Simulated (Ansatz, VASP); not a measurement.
## KBr in VASP and in Ansatz

File INCAR:

```
ALGO = Normal
EDIFF = 1E-6
ENCUT = 520
GGA = PS
ISIF = 2
ISMEAR = 0
LASPH = T
LCHARG = F
LREAL = F
LWAVE = F
NBANDS = 15
NELM = 60
PREC = Accurate
SIGMA = 0.05
```

Contents of KPOINTS:

```
k-points
0
Gamma
  8 8 8
```

The input POSCAR:

```
KBr
1.0
   -0.1574121492      3.2157053328      3.2157053328
    3.2157053328     -0.1574121492      3.2157053328
    3.2157053328      3.2157053328     -0.1574121492
K Br
1 1
Direct
    0.0000000000      0.0000000000      0.0000000000
    0.5000000000      0.5000000000      0.5000000000
```

Input for Ansatz:

```yaml
crystal:
  lattice:
    - [-0.1574121492, 3.2157053328, 3.2157053328]
    - [3.2157053328, -0.1574121492, 3.2157053328]
    - [3.2157053328, 3.2157053328, -0.1574121492]
  atoms:
    - { symbol: K, position: [0.0, 0.0, 0.0] }
    - { symbol: Br, position: [0.5, 0.5, 0.5] }
basis:
  ecutwfc: 420
kpoints:
  mp_grid: { grid: [8, 8, 8] }
hamiltonian:
  xc: pbesol
scf:
  occupations: { method: gaussian, width: 0.05 }
output:
  forces: true
  stress: true
  eigenvalues: true
```

Alike in both runs: task single point; functional PBEsol; k mesh 8 × 8 × 8; occupations gaussian, width 0.05 eV; no spin polarisation.

|  | VASP | Ansatz |
| --- | --- | --- |
| version | VASP 6.6.1 | Ansatz 0.2.0 |
| potentials or method | VASP PAW PBE potentials, release 64 (K_sv, Br), cutoff 520 eV | scalar-relativistic, plane waves, PAW |
| valence electrons in the cell | 16 | 16 |

```csv
,VASP,Ansatz,Ansatz less VASP
gap on the k mesh at the Fermi level (eV),4.18,4.18,+0.003
least direct gap on the mesh (eV),4.18,4.18,+0.003
pressure (GPa),-0.2,-0.3,-0.05
"traceless stress, the component that is largest in VASP (GPa)",0.21,0.21,+0.002
```

VASP's potentials were made for PBE, not for PBEsol.
